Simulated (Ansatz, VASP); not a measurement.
**Al in VASP and in Ansatz**

INCAR

```
SYSTEM = Al
  PREC = Accurate
  ENCUT = 600
  EDIFF = 1E-6
  ISMEAR = 0
  SIGMA = 0.1
  LREAL = .FALSE.
  LASPH = .TRUE.
  NELM = 60
  ALGO = Normal
  ISIF = 3
  LWAVE = .FALSE.
  LCHARG = .FALSE.
  GGA = PE
  IBRION = 2
  NSW = 100
  EDIFFG = -0.01
```

Contents of KPOINTS:

```
Automatic mesh
0
G
  14 14 14
  0 0 0
```

POSCAR

```
Al
1.0
    0.0000000000      3.0942446632      3.0942446632
    3.0942446632      0.0000000000      3.0942446632
    3.0942446632      3.0942446632      0.0000000000
Al
3
Direct
    0.5000000000      0.5000000000      0.5000000000
    0.2500000000      0.2500000000      0.2500000000
    0.7500000000      0.7500000000      0.7500000000
```

Input for Ansatz:

```yaml
crystal:
  lattice:
    - [0.0, 3.0942446632, 3.0942446632]
    - [3.0942446632, 0.0, 3.0942446632]
    - [3.0942446632, 3.0942446632, 0.0]
  atoms:
    - { symbol: Al, position: [0.5, 0.5, 0.5] }
    - { symbol: Al, position: [0.25, 0.25, 0.25] }
    - { symbol: Al, position: [0.75, 0.75, 0.75] }
basis:
  ecutwfc: 420
kpoints:
  mp_grid: { grid: [14, 14, 14] }
hamiltonian:
  xc: pbe
scf:
  occupations: { method: gaussian, width: 0.1 }
output:
  forces: true
  stress: true
  eigenvalues: true
  write_density: true
  write_potential: true
  elf: true
  volumetric_format: npy
relax:
  adjacent_minimum: "off"
  f_tol: 0.01
  max_steps: 80
  cell: { stress_tol: 0.05 }
```

Alike in both runs: task relaxation of cell and atoms; functional PBE; k mesh 14 × 14 × 14; occupations gaussian, width 0.1 eV; no spin polarisation.

|  | VASP | Ansatz |
| --- | --- | --- |
| version | VASP 6.6.1 | Ansatz 0.2.0 |
| potentials or method | VASP PAW PBE potentials, release 64 (Al), cutoff 600 eV | scalar-relativistic, plane waves, PAW |
| valence electrons in the cell | 9 | 9 |

VASP gave:

| Quantity | Value |
| --- | --- |
| gap on the k mesh at the Fermi level, each at its own relaxed structure (eV) | none |
| relaxed volume (Å³/atom) | 19.97 |
| relaxed length of the cell vector where the two differ most in proportion (Å) | 4.392 |

Question: Estimate Ansatz's values.

Answer: gap on the k mesh at the Fermi level, each at its own relaxed structure (eV): none; relaxed volume (Å³/atom): 19.99; relaxed length of the cell vector where the two differ most in proportion (Å): 4.394.

A gap of «none» marks a metal or a gap that the smearing closes.
